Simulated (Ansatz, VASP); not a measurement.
## Te in VASP and in Ansatz

```
Te
1.0
     0.00000    2.43391    2.43391
     2.43391    0.00000    2.43391
     2.43391    2.43391    0.00000
Te
1
Direct
  0.00000 0.00000 0.00000
```

Alike in both runs: task relaxation of cell and atoms; functional revPBE; k mesh 11 × 11 × 11; occupations fermi-dirac, width 0.1 eV; no spin polarisation.

|  | VASP | Ansatz |
| --- | --- | --- |
| version | VASP 6.6.1 | Ansatz 0.2.0 |
| potentials or method | VASP PAW PBE potentials, release 64 (Te), cutoff 600 eV | plane waves (420 eV) with PAW, scalar-relativistic |
| valence electrons in the cell | 6 | 16 |

|  | VASP | Ansatz | Ansatz less VASP |
| --- | --- | --- | --- |
| relaxed volume (Å³/atom) | 28.73 | 28.84 | +0.102 |
| relaxed length of the cell vector where the two differ most in proportion (Å) | 3.438 | 3.442 | +0.0041 |

VASP's potentials were made for PBE, not for revPBE. VASP's potentials hold 6 valence electrons a cell and Ansatz's 16, so a difference there can come from the potentials and not from the codes.

Neither program's run includes spin-orbit coupling.
